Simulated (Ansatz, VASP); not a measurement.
## One calculation of Mo2H3, two programs

```xyz
5
Lattice="2.2180 -2.0226 -0.0110 2.2180 2.0226 -0.0110 -0.5092 0.0000 4.3657" Properties=species:S:1:pos:R:3 pbc="T T T"
H     3.1416    0.0000    3.5042
H     0.7853    0.0000    0.8395
H     1.9634    0.0000    2.1719
Mo    0.5966    0.0000    3.3744
Mo    3.3302    0.0000    0.9693
```

Change from the starting cell: species swapped into the Mg2C3 type (C2/m, No. 12).

Alike in both runs: functional PBE; k mesh 12 × 12 × 10; occupations gaussian, width 0.1 eV; no spin polarisation.

Ansatz relaxed the structure, and its values are those at the end. VASP's run is a single point on that final structure, the one shown.

```csv
,VASP,Ansatz
version,VASP 6.6.1,Ansatz 0.2.0
potentials or method,"VASP PAW PBE potentials, release 64 (H, Mo_sv), cutoff 520 eV","scalar-relativistic, plane waves, PAW"
valence electrons in the cell,31,31
```

```tsv
	VASP	Ansatz	Ansatz less VASP
gap on the k mesh at the Fermi level (eV)	none	none	-
pressure (GPa)	0.2	0.0	-0.23
```

A gap of «none» marks a metal or a gap that the smearing closes.
